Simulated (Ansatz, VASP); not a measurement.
ZnS: VASP beside Ansatz

File INCAR:

```
ALGO = Normal
EDIFF = 1E-7
ENCUT = 520
ISIF = 2
ISMEAR = 0
LASPH = True
LCHARG = False
LREAL = False
LWAVE = False
NBANDS = 16
NELM = 60
PREC = Accurate
SIGMA = 0.01
```

File KPOINTS:

```
k-points
0
Gamma
  6 6 6
```

File POSCAR:

```
ZnS
1.0
    0.0000000000      2.7020000000      2.7020000000
    2.7020000000      0.0000000000      2.7020000000
    2.7020000000      2.7020000000      0.0000000000
Zn S
1 1
Direct
    0.2500000000      0.2500000000      0.2500000000
    0.0000000000      0.0000000000      0.0000000000
```

Input for Ansatz:

```yaml
crystal:
  lattice:
    - [0.0, 2.702, 2.702]
    - [2.702, 0.0, 2.702]
    - [2.702, 2.702, 0.0]
  atoms:
    - { symbol: Zn, position: [0.25, 0.25, 0.25] }
    - { symbol: S, position: [0.0, 0.0, 0.0] }
basis:
  ecutwfc: 489.804952427784
kpoints:
  mp_grid:
    grid: [6, 6, 6]
    shift: [0.0, 0.0, 0.0]
hamiltonian:
  xc: lda
  pseudopotentials:
    kind: paw
scf:
  occupations:
    method: fixed
output:
  stress: true
```

Alike in both runs: task single point; functional LDA; k mesh 6 × 6 × 6; no spin polarisation.

|  | VASP | Ansatz |
| --- | --- | --- |
| version | VASP 6.6.1 | Ansatz 0.2.0 |
| potentials or method | VASP PAW LDA potentials, release 64 (Zn, S), cutoff 520 eV | plane waves, PAW |
| occupations | gaussian, width 0.01 eV | fixed |
| valence electrons in the cell | 18 | 18 |

```csv
,VASP,Ansatz,Ansatz less VASP
pressure (GPa),-4.3,-4.5,-0.22
```

LDA's correlation is that of Perdew and Zunger in VASP and of Perdew and Wang (1992) in Ansatz.
